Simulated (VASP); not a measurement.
# ZnO (I4/mmm) in VASP: further runs

Aim: see how the results for ZnO move with the level of theory and the settings. Levels: PBE, r2SCAN. Tasks: single point.

Everything below comes from runs of VASP 6.6.1. Logs are shortened: lines on timing, memory, paths and dates and some standing lists are left out, and cuts for length are marked.

**1. The cell of the first run**

Symmetry: I4/mmm, No. 139, tetragonal system. The conventional cell has a = 3.018 Å, b = 3.018 Å, c = 4.393 Å, α = 90.00°, β = 90.00°, γ = 90.00°. Zn (site symmetry 4/mmm) has 6 O at 2.13 to 2.20 Å within 2.8 Å. Within 2.8 Å of O (site symmetry 4/mmm) lie 6 Zn at 2.13 to 2.20 Å.

**2. Single point, PBE (uniaxial x strain +2.9%)**

INCAR

```
ALGO     = Normal         # electronic algorithm
EDIFF    = 1E-6           # SCF threshold, eV
ENCUT    = 600            # plane-wave cutoff, eV
GGA      = PE             # functional
GGA_COMPAT= F            
ISIF     = 2              # what is computed and relaxed
ISMEAR   = -1             # smearing method
LASPH    = T              # aspherical terms in the spheres
LCHARG   = F              # write CHGCAR
LREAL    = F              # projectors in reciprocal space
LWAVE    = F              # write WAVECAR
NBANDS   = 16             # bands
NELM     = 120            # most SCF steps
PREC     = Accurate       # precision mode
SIGMA    = 0.02           # smearing width, eV
```

KPOINTS

```
k-points
0
Gamma
  10 10 10
```

POSCAR

```
ZnO
1.0
    0.0000000000      2.1337703963      2.1337703963
    2.1962898689      0.0000000000      2.1337703963
    2.1962898689      2.1337703963      0.0000000000
Zn O
1 1
Direct
    0.0000000000      0.0000000000      0.0000000000
    0.5000000000      0.5000000000      0.5000000000
```

Potentials or basis: VASP PAW PBE potentials, release 64 (Zn, O).

Run with:

```sh
cat potpaw_PBE.64/Zn/POTCAR potpaw_PBE.64/O/POTCAR > POTCAR
mpirun -np 1 vasp_std > vasp.out
```

OUTCAR:

```text
EDIFF = 1E-6
   ENCUT = 600
   GGA = PE
   ISIF = 2
   ISMEAR = -1
   LASPH = T
   LREAL = F
   NELM = 120
   PREC = Accurate

 ion  position               nearest neighbor table
   1  0.000  0.000  0.000-   2 2.13   2 2.13   2 2.13   2 2.13   2 2.20   2 2.20
   2  0.500  0.500  0.500-   1 2.13   1 2.13   1 2.13   1 2.13   1 2.20   1 2.20

  LATTYP: Found a body centered tetragonal cell.
 ALAT       =     3.0176070334
 C/A-ratio  =     1.4556500197

  Lattice vectors:

 A1 = (   2.1962898689,   0.0000000000,   2.1337703963)
 A2 = (   2.1962898689,   0.0000000000,  -2.1337703963)
 A3 = (  -2.1962898689,   2.1337703963,   0.0000000000)

Analysis of symmetry for initial positions (statically):
=====================================================================
 Subroutine PRICEL returns:
 Original cell was already a primitive cell.

 Routine SETGRP: Setting up the symmetry group for a
 body centered tetragonal supercell.

 Subroutine GETGRP returns: Found 16 space group operations
 (whereof 16 operations were pure point group operations)
 out of a pool of 16 trial point group operations.

The static configuration has the point symmetry D_4h.

Analysis of symmetry for dynamics (positions and initial velocities):
=====================================================================
 Subroutine PRICEL returns:
 Original cell was already a primitive cell.

 Routine SETGRP: Setting up the symmetry group for a
 body centered tetragonal supercell.

 Subroutine GETGRP returns: Found 16 space group operations
 (whereof 16 operations were pure point group operations)
 out of a pool of 16 trial point group operations.

The dynamic configuration has the point symmetry D_4h.

 Subroutine INISYM returns: Found 16 space group operations
 (whereof 16 operations are pure point group operations),
 and found     1 'primitive' translations

----------------------------------------------------------------------------------------

                                     Primitive cell

  volume of cell :      19.9993

  direct lattice vectors                    reciprocal lattice vectors
     0.000000000  2.133770396  2.133770396    -0.227656653  0.234326993  0.234326993
     2.196289869  0.000000000  2.133770396     0.227656653 -0.234326993  0.234326993
     2.196289869  2.133770396  0.000000000     0.227656653  0.234326993 -0.234326993

  length of vectors
     3.017607033  3.062134108  3.062134108     0.402052025  0.402052025  0.402052025

  position of ions in fractional coordinates (direct lattice)
     0.000000000  0.000000000  0.000000000
     0.500000000  0.500000000  0.500000000

  ion indices of the primitive-cell ions
   primitive index   ion index
                 1           1
                 2           2

----------------------------------------------------------------------------------------

 KPOINTS: k-points

Automatic generation of k-mesh.
 Grid dimensions read from file:
 generate k-points for:   10   10   10

 Generating k-lattice:

  Cartesian coordinates                     Fractional coordinates (reciprocal lattice)
    -0.022765665  0.023432699  0.023432699     0.100000000 -0.000000000 -0.000000000
     0.022765665 -0.023432699  0.023432699     0.000000000  0.100000000  0.000000000
     0.022765665  0.023432699 -0.023432699     0.000000000  0.000000000  0.100000000

  Length of vectors
     0.040205202  0.040205202  0.040205202

  Shift w.r.t. Gamma in fractional coordinates (k-lattice)
     0.000000000  0.000000000  0.000000000

 Subroutine IBZKPT returns following result:
 ===========================================

 Found    102 irreducible k-points:

 Following reciprocal coordinates:
            Coordinates               Weight
  0.000000  0.000000  0.000000      1.000000
  0.100000  0.000000  0.000000      8.000000
  0.200000  0.000000  0.000000      8.000000
  0.300000  0.000000  0.000000      8.000000
  0.400000 -0.000000 -0.000000      8.000000
  0.500000  0.000000  0.000000      4.000000
[... 16 lines left out ...]
  0.300000  0.300000  0.000000      4.000000
  0.400000  0.300000  0.000000     16.000000
 [... further k-points ...]
   k-points           NKPTS =    102   k-points in BZ     NKDIM =    102   number of bands    NBANDS=     16
   number of dos      NEDOS =    301   number of ions     NIONS =      2
   total plane-waves  NPLWV =  13824
   dimension x,y,z NGX =    24 NGY =   24 NGZ =   24
   dimension x,y,z NGXF=    48 NGYF=   48 NGZF=   48
   ions per type =               1   1
   NGX,Y,Z   is equivalent  to a cutoff of  13.22, 13.03, 13.03 a.u.
   NGXF,Y,Z  is equivalent  to a cutoff of  26.44, 26.06, 26.06 a.u.
 SYSTEM =  unknown system
   PREC   = accura    normal or accurate (medium, high low for compatibility)
   ISTART =      0    job   : 0-new  1-cont  2-samecut
   ICHARG =      2    charge: 1-file 2-atom 10-const
   ISPIN  =      1    spin polarized calculation?
   LNONCOLLINEAR =      F non collinear calculations
   LSORBIT =      F    spin-orbit coupling
   LASPH  =      T    aspherical Exc in radial PAW
   ENCUT  =  600.0 eV  44.10 Ry    6.64 a.u.   6.03  6.12  6.12*2*pi/ulx,y,z
   NELM   =    120;   NELMIN=  2; NELMDL= -5     # of ELM steps
   EDIFF  = 0.1E-05   stopping-criterion for ELM
   LREAL  =      F    real-space projection
   EDIFFG = 0.1E-04   stopping-criterion for IOM
   NSW    =      0    number of steps for IOM
   IBRION =     -1    ionic relax: 0-MD 1-quasi-New 2-CG
   NFREE  =      0    steps in history (QN), initial steepest desc. (CG)
   ISIF   =      2    stress and relaxation
   ISYM   =      2    0-nonsym 1-usesym 2-fastsym
   POTIM  = 0.5000    time-step for ionic-motion
   TEBEG  =    0.0;   TEEND  =   0.0 temperature during run
   PSTRESS=    0.0 pullay stress
   NELECT =      18.0000    total number of electrons
   NUPDOWN=      -1.0000    fix difference up-down
   EMIN   =  10.00;   EMAX   =-10.00  energy-range for DOS
   EFERMI =   0.00;   METHOD = LEGACY
   ISMEAR =    -1;   SIGMA  =   0.02  broadening in eV -4-tet -1-fermi 0-gaus
   EFERMI_NEDOS =   21; number of points for ismear=-14 and -15
   IALGO  =     38    algorithm
   IMIX   =      4    mixing-type and parameters
     AMIX     =   0.40;   BMIX     =  1.00
     AMIX_MAG =   1.60;   BMIX_MAG =  1.00
  volume/ion in A,a.u.               =      10.00        67.48
  Fermi-wavevector in a.u.,A,eV,Ry     =   1.580619  2.986938 33.992223  2.498358
  Thomas-Fermi vector in A             =   2.680819
   LORBIT       =      0    0 simple, 1 ext, 2 COOP (PROOUT), +10 PAW based schemes
   GGA     = PE    functional components
   LHFCALC =     F    Hartree Fock is set to
   AEXX    =    0.0000 exact exchange contribution
   IVDW    =     0    specifies the selected vdW correction
   LEPSILON=     F    determine dielectric tensor
   LRPA    =     F    only Hartree local field effects (RPA)
 non-spin polarized calculation
  energy-cutoff  :      600.00
  volume of cell :       20.00
 maximum number of plane-waves:       678
   NGX = 13   NGY = 13   NGZ = 13

 number of electron      18.0000006 magnetization

 Free energy of the ion-electron system (eV)
  ---------------------------------------------------
  ext. energy  EPLUGINS =         0.00000000
  ---------------------------------------------------
  free energy    TOTEN  =        -8.62606351 eV

  energy without entropy =       -8.62606351  energy(sigma->0) =       -8.62606351

 E-fermi :   2.9791     XC(G=0): -12.1784

 val. band max:        2.6092869497   @ k =   0.5000   0.0000   0.0000
 cond. band min:       3.3205279522   @ k =   0.0000   0.0000   0.0000
 fundamental gap:      0.7112410025
 Fermi energy:         2.9790987661

 k-point     1 :       0.0000    0.0000    0.0000
  band No.  band energies     occupation
      1     -15.8900      2.00000
      2      -2.3261      2.00000
      3      -2.2860      2.00000
      4      -2.2860      2.00000
      5      -2.1247      2.00000
      6      -2.0652      2.00000
[... 8 lines left out ...]
     15      21.0090      0.00000
     16      21.9780      0.00000

 k-point     2 :       0.1000    0.0000    0.0000
  band No.  band energies     occupation
      1     -15.7836      2.00000
      2      -2.3795      2.00000
      3      -2.3269      2.00000
      4      -2.2954      2.00000
      5      -2.1927      2.00000
      6      -2.1654      2.00000
[... 8 lines left out ...]
     15      21.8454      0.00000
     16      22.0300      0.00000

 k-point     3 :       0.2000    0.0000    0.0000
  band No.  band energies     occupation
      1     -15.4900      2.00000
      2      -2.7526      2.00000
      3      -2.5786      2.00000
      4      -2.5615      2.00000
      5      -2.1371      2.00000
      6      -2.1356      2.00000
[... 8 lines left out ...]
     15      22.7086      0.00000
     16      22.7772      0.00000

 k-point     4 :       0.3000    0.0000    0.0000
  band No.  band energies     occupation
      1     -15.0911      2.00000
      2      -3.5796      2.00000
      3      -2.8905      2.00000
      4      -2.8830      2.00000
      5      -2.0323      2.00000
      6      -2.0179      2.00000
[... 8 lines left out ...]
     15      24.1146      0.00000
     16      24.1443      0.00000
[... 324 lines left out ...]
 k-point    22 :      -0.2000    0.2000   -0.0000
  band No.  band energies     occupation
      1     -14.9967      2.00000
      2      -3.5413      2.00000
      3      -2.9538      2.00000
      4      -2.7123      2.00000
      5      -2.1054      2.00000
      6      -1.8913      2.00000
[... 8 lines left out ...]
     15      24.3973      0.00000
     16      25.2122      0.00000

 k-point    23 :       0.3000    0.3000    0.0000
  band No.  band energies     occupation
      1     -14.9129      2.00000
      2      -3.5703      2.00000
      3      -2.5610      2.00000
      4      -2.1586      2.00000
      5      -2.1501      2.00000
      6      -1.9761      2.00000
[... 8 lines left out ...]
     15      28.9866      0.00000
     16      30.6471      0.00000

 k-point    24 :       0.4000    0.3000    0.0000
  band No.  band energies     occupation
      1     -14.6871      2.00000
      2      -3.5570      2.00000
      3      -2.6797      2.00000
      4      -2.2685      2.00000
      5      -2.0691      2.00000
      6      -1.8708      2.00000
[... 8 lines left out ...]
     15      29.3673      0.00000
     16      30.2205      0.00000

 [... further k-points ...]

------------------------ aborting loop because EDIFF is reached ----------------------------------------

  FORCE on cell =-STRESS in cart. coord.  units (eV):
  Direction    XX          YY          ZZ          XY          YZ          ZX
  --------------------------------------------------------------------------------------
  -------------------------------------------------------------------------------------
  Total        0.2019042      0.5595258      0.5595258      0.0000000      0.0000000     -0.0000000
  in kB       16.1748766     44.8245256     44.8245256      0.0000000      0.0000000     -0.0000000
  external PRESSURE =      35.2746426 kB  Pullay stress =       0.0000000 kB

 VOLUME and BASIS-vectors are now :
 -----------------------------------------------------------------------------
  energy-cutoff  :      600.00
  volume of cell :       20.00
      direct lattice vectors                 reciprocal lattice vectors
     0.000000000  2.133770396  2.133770396    -0.227656653  0.234326993  0.234326993
     2.196289869  0.000000000  2.133770396     0.227656653 -0.234326993  0.234326993
     2.196289869  2.133770396  0.000000000     0.227656653  0.234326993 -0.234326993

 POSITION                                       TOTAL-FORCE (eV/Angst)
 -----------------------------------------------------------------------------------
      0.00000      0.00000      0.00000         0.000000      0.000000      0.000000
      2.19629      2.13377      2.13377         0.000000     -0.000000     -0.000000
 -----------------------------------------------------------------------------------
    total drift:                                0.000000     -0.000000     -0.000000

  FREE ENERGIE OF THE ION-ELECTRON SYSTEM (eV)
  ---------------------------------------------------
  free  energy   TOTEN  =        -8.6260635052 eV

  energy  without entropy=       -8.6260635051  energy(sigma->0) =       -8.62606351
```

Wall time 43 s (1 thread of Intel Xeon 8259CL, shared host); peak memory 0.17 GiB.

What came out:

```yaml
Free_energy: -8.6261 eV
Pressure: 3.5 GPa
Band_gap_on_the_k_mesh: 0.71 eV (least direct gap 2.00 eV)
```

Stress tensor (GPa, compression positive):
```
1.62 0.00 0.00
0.00 4.48 0.00
0.00 0.00 4.48
```

Levels at points of the mesh, in eV from the valence-band top:
| k point | band 7 | band 8 | band 9 | band 10 | band 11 | band 12 |
| --- | --- | --- | --- | --- | --- | --- |
| (0.00, 0.00, 0.00) | -1.43 | -1.43 | -1.29 | 0.71 | 17.69 | 17.83 |
| (0.50, 0.00, 0.00) | -3.67 | -0.17 | 0.00 | 5.32 | 8.83 | 12.35 |
| (0.50, 0.50, 0.00) | -4.08 | -2.95 | -2.67 | 4.05 | 10.60 | 11.04 |
| (0.00, 0.50, 0.50) | -4.14 | -2.71 | -2.71 | 4.07 | 10.20 | 11.39 |

Caveat: the cell differs from its parent crystal (uniaxial x strain +2.9%); the cell stands under pressure; the structure was generated, so it needn't be the stable form of ZnO; semilocal functionals underestimate gaps, and a narrow one can read as zero. A k mesh can miss the band edges.

**3. Single point, r2SCAN (uniaxial x strain +2.9%)**

POSCAR is that of step 2.

INCAR.step1

```
SYSTEM = ZnO
PREC = Accurate
ENCUT = 660
ISMEAR = 0
SIGMA = 0.01
LREAL = .False.
LASPH = .True.
NELM = 120
NBANDS = 16
GGA = PE
ALGO = Normal
EDIFF = 1E-5
LWAVE = .True.
LCHARG = .False.
GGA_COMPAT = .False.
```

INCAR.step2

```
SYSTEM = ZnO
PREC = Accurate
ENCUT = 660
EDIFF = 1E-6
ISMEAR = 0
SIGMA = 0.01
LREAL = .False.
LASPH = .True.
NELM = 120
ALGO = Normal
ISIF = 2
LWAVE = .False.
LCHARG = .True.
METAGGA = R2SCAN
LMIXTAU = .True.
LELF = .True.
LVHAR = .True.
NBANDS = 16
ISTART = 1
GGA_COMPAT = .False.
```

KPOINTS

```
regular mesh
0
Gamma
  10 10 10
  0 0 0
```

Potentials or basis: VASP PAW PBE potentials, release 64 (Zn, O).

Run with:

```sh
cat potpaw_PBE.64/Zn/POTCAR potpaw_PBE.64/O/POTCAR > POTCAR
cp INCAR.step1 INCAR
mpirun -np 1 vasp_std > vasp.out
cp INCAR.step2 INCAR
mpirun -np 1 vasp_std > vasp.out
```

Wall time 5.4 min (1 thread of Intel Xeon 8259CL, shared host); peak memory 0.2 GiB.

Results (log left out):

```yaml
Free_energy: -17.9500 eV
Pressure: -4.2 GPa
Band_gap_on_the_k_mesh: 1.33 eV (least direct gap 2.65 eV)
```

Stress tensor (GPa, compression positive):
```
-5.70  0.00  0.00
 0.00 -3.38  0.00
 0.00  0.00 -3.38
```

Levels at points of the mesh, in eV from the valence-band top:
| k point | band 7 | band 8 | band 9 | band 10 | band 11 | band 12 |
| --- | --- | --- | --- | --- | --- | --- |
| (0.00, 0.00, 0.00) | -1.46 | -1.46 | -1.32 | 1.33 | 18.48 | 18.63 |
| (0.50, 0.00, 0.00) | -3.71 | -0.18 | 0.00 | 6.05 | 9.71 | 13.26 |
| (0.50, 0.50, 0.00) | -4.17 | -2.99 | -2.72 | 4.81 | 11.56 | 11.69 |
| (0.00, 0.50, 0.50) | -4.24 | -2.76 | -2.76 | 4.83 | 11.14 | 12.06 |

Caveat: the cell differs from its parent crystal (uniaxial x strain +2.9%); the cell stands under tension; the structure was generated, so it needn't be the stable form of ZnO; the PAW data sets were made with another functional, which shifts forces and pressure a little. A k mesh can miss the band edges.
